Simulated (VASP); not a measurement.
A run of VASP 6.6.1:

Contents of INCAR:

```
PREC     = Accurate       # precision mode
ENCUT    = 520            # plane-wave cutoff, eV
EDIFF    = 1E-6           # SCF threshold, eV
ISMEAR   = 0              # smearing method
SIGMA    = 0.05           # smearing width, eV
LREAL    = False          # projectors in reciprocal space
LASPH    = True           # aspherical terms in the spheres
NELM     = 60             # most SCF steps
ALGO     = Normal         # electronic algorithm
ISIF     = 2              # what is computed and relaxed
LWAVE    = False          # write WAVECAR
LCHARG   = False          # write CHGCAR
GGA      = CA             # functional
NBANDS   = 36             # bands
NELECT   = 48.0
```

Contents of KPOINTS:

```
Automatic mesh
0
Gamma
  6 6 6
```

File POSCAR:

```
HC12
1.0
    1.7657489870     -3.5314979740     -1.7657489870
    3.5314979740     -1.7657489870      1.7657489870
   -1.7657489870     -3.5314979740      1.7657489870
C H
12 1
Direct
    0.2500000000      1.0000000000      0.2500000000
    0.0833333333      0.3333333333      0.7500000000
    0.9166666667      0.6666666667      0.2500000000
    0.7500000000      1.0000000000      0.7500000000
    0.5833333333      0.3333333333      0.2500000000
    0.4166666667      0.6666666667      0.7500000000
    0.9583333333      0.3333333333      0.1250000000
    0.7916666667      0.6666666667      0.6250000000
    0.6250000000      1.0000000000      0.1250000000
    0.4583333333      0.3333333333      0.6250000000
    0.2916666667      0.6666666667      0.1250000000
    0.1250000000      1.0000000000      0.6250000000
    1.3333333333      0.5000000000      0.3333333333
```

Potentials or basis: VASP PAW LDA potentials, release 64 (C, H).

Command:

```console
$ cat potpaw_LDA.64/C/POTCAR potpaw_LDA.64/H/POTCAR > POTCAR
$ mpirun -np 1 vasp_std > vasp.out
```

Hardware: 1 thread of Intel(R) Xeon(R) Platinum 8488C (Sapphire Rapids), on a shared host.

**Question.** How long does it take, and how much memory?

**Answer.** It took 3.1 min on 1 thread of Intel(R) Xeon(R) Platinum 8488C (Sapphire Rapids), on a shared host, peak memory 0.28 GiB. Counts: scf iterations 12, k points 112.
